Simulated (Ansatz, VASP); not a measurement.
## Two plane-wave programs on GaP4

The input INCAR:

```
SYSTEM = GaP4
PREC = Accurate ; ENCUT = 600
EDIFF = 1E-6 ; ISMEAR = 0
SIGMA = 0.1 ; LREAL = .False.
LASPH = .True. ; NELM = 80
ALGO = Normal ; ISIF = 3
LWAVE = .False. ; LCHARG = .False.
GGA = PE ; IBRION = 2
NSW = 100 ; EDIFFG = -0.01
```

Contents of KPOINTS:

```
Automatic mesh
0
Gamma
  8 8 8
  0 0 0
```

POSCAR

```
GaP4
1.0
    5.0828462208      0.0000000000      0.0000000000
    0.0000000000      5.0828462208      0.0000000000
    0.0000000000      0.0000000000      5.0828462208
Ga P
1 4
Direct
    0.0000000000      0.0000000000      0.0000000000
    0.3442366169      0.6557633831      0.6557633831
    0.6557633831      0.3442366169      0.6557633831
    0.6557633831      0.6557633831      0.3442366169
    0.3442366169      0.3442366169      0.3442366169
```

Input for Ansatz:

```yaml
crystal:
  lattice:
    - [5.0828497359, 0.0, 0.0]
    - [0.0, 5.0828497359, 0.0]
    - [0.0, 0.0, 5.0828497359]
  atoms:
    - { symbol: Ga, position: [0.0, 0.0, 0.0] }
    - { symbol: P, position: [0.3442367788, 0.6557632212, 0.6557632212] }
    - { symbol: P, position: [0.6557632212, 0.3442367788, 0.6557632212] }
    - { symbol: P, position: [0.6557632212, 0.6557632212, 0.3442367788] }
    - { symbol: P, position: [0.3442367788, 0.3442367788, 0.3442367788] }
basis:
  ecutwfc: 420
kpoints:
  mp_grid: { grid: [8, 8, 8] }
hamiltonian:
  xc: pbe
scf:
  occupations: { method: gaussian, width: 0.1 }
output:
  forces: true
  stress: true
  eigenvalues: true
relax:
  adjacent_minimum: "off"
  f_tol: 0.01
  max_steps: 80
  cell: { stress_tol: 0.05 }
```

Change from the starting cell: species swapped into the SnI4 type (P-43m, No. 215).

Alike in both runs: task relaxation of cell and atoms; functional PBE; k mesh 8 × 8 × 8; occupations gaussian, width 0.1 eV; no spin polarisation.

```csv
,VASP,Ansatz
version,VASP 6.6.1,Ansatz 0.2.0
potentials or method,"VASP PAW PBE potentials, release 64 (Ga_d, P), cutoff 600 eV","scalar-relativistic, plane waves, PAW"
valence electrons in the cell,33,33
```

Ansatz gave:

```
gap on the k mesh at the Fermi level, each at its own relaxed structure (eV) : none
relaxed volume (Å³/atom)                                                     : 26.58
relaxed length of the cell vector where the two differ most in proportion (Å)              : 5.103
```

Problem. What did VASP give for the same quantities?

Solution. gap on the k mesh at the Fermi level, each at its own relaxed structure (eV): none; relaxed volume (Å³/atom): 26.76; relaxed length of the cell vector where the two differ most in proportion (Å): 5.115.

A gap of «none» marks a metal or a gap that the smearing closes.
